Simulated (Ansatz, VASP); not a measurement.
**MgS: VASP beside Ansatz**

```
Mg S
1.0
     0.00000    2.54934    2.54934
     2.54934    0.00000    2.54934
     2.54934    2.54934    0.00000
Mg S
1 1
Direct
  0.00000 0.00000 0.00000
  0.50000 0.50000 0.50000
```

Alike in both runs: task relaxation of the atoms; functional r2SCAN; k mesh 10 × 10 × 10; occupations fermi-dirac, width 0.02 eV; no spin polarisation.

|  | VASP | Ansatz |
| --- | --- | --- |
| version | VASP 6.6.1 | Ansatz 0.2.0 |
| potentials or method | VASP PAW PBE potentials, release 64 (Mg, S), cutoff 520 eV | PAW plane waves |
| valence electrons in the cell | 8 | 16 |

```csv
,VASP,Ansatz,Ansatz less VASP
"gap on the k mesh at the Fermi level, each at its own relaxed structure (eV)",3.56,3.60,+0.034
```

VASP's potentials were made for PBE, not for r2SCAN. VASP's potentials hold 8 valence electrons a cell and Ansatz's 16, so a difference there can come from the potentials and not from the codes. Ansatz's warnings: stress scf threshold loose.

Noted on VASP's run: the relaxation stopped at its first step, so nothing moved.
